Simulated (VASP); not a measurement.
A run of VASP 6.6.1 is set up as follows.

Contents of INCAR:

```
ALGO = Normal
EDIFF = 1E-6
ENCUT = 520
ISIF = 2
ISMEAR = 0
LASPH = True
LCHARG = False
LREAL = False
LWAVE = False
NBANDS = 46
NELM = 100
PREC = Accurate
SIGMA = 0.02
```

KPOINTS

```
k-points
0
Gamma
  5 5 5
```

File POSCAR:

```
InGaAs2
1.0
    5.8558000000      0.0000000000      0.0000000000
    0.0000000000      5.8558000000      0.0000000000
    0.0000000000      0.0000000000      5.8558000000
Ga In As
2 2 4
Direct
    0.0000000000      0.0000000000      0.0000000000
    0.0000000000      0.5000000000      0.5000000000
    0.5000000000      0.0000000000      0.5000000000
    0.5000000000      0.5000000000      0.0000000000
    0.2303584748      0.2500000000      0.2500000000
    0.2303584748      0.7500000000      0.7500000000
    0.7696415252      0.2500000000      0.7500000000
    0.7696415252      0.7500000000      0.2500000000
```

Potentials or basis: VASP PAW LDA potentials, release 64 (Ga_d, In_d, As).

Launch:

```bash
$ cat potpaw_LDA.64/Ga_d/POTCAR potpaw_LDA.64/In_d/POTCAR potpaw_LDA.64/As/POTCAR > POTCAR
$ mpirun -np 1 vasp_std > vasp.out
```

Problem. Estimate the band gap on the k mesh.

Solution. Zero (filled and empty bands touch).

Problem. Predict the pressure.

Solution. -1.1 GPa.

Forces on the atoms (eV/Å):
```
Ga   0.000  0.000  0.000
Ga   0.000  0.000  0.000
In   0.000  0.000  0.000
In   0.000  0.000  0.000
As   0.003  0.000  0.000
As   0.003  0.000  0.000
As  -0.003  0.000  0.000
As  -0.003  0.000  0.000
```

Caveat: spin-orbit coupling is left out, which moves the levels of the heavy elements.
